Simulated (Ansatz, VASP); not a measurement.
## Sn in VASP and in Ansatz

```
Sn
1.0
    -1.78022    1.78028    2.20439
     1.78022   -1.78028    2.20439
     1.78022    1.78028   -2.20439
Sn
1
Direct
  0.00000 0.00000 0.00000
```

Alike in both runs: functional PBE; k mesh 16 × 16 × 16; occupations gaussian, width 0.1 eV; no spin polarisation.

Ansatz relaxed the structure, and its values are those at the end. VASP's run is a single point on that final structure, the one shown.

```csv
,VASP,Ansatz
version,VASP 6.6.1,Ansatz 0.2.0
potentials or method,"VASP PAW PBE potentials, release 64 (Sn_d), cutoff 500 eV","scalar-relativistic, plane waves, PAW"
valence electrons in the cell,14,14
```

Ansatz gave:

```
gap on the k mesh at the Fermi level (eV) : none
pressure (GPa)                            : 0.0
```

Question: Estimate VASP's values.

Answer: gap on the k mesh at the Fermi level (eV): none; pressure (GPa): -0.1.

A gap of «none» marks a metal or a gap that the smearing closes.
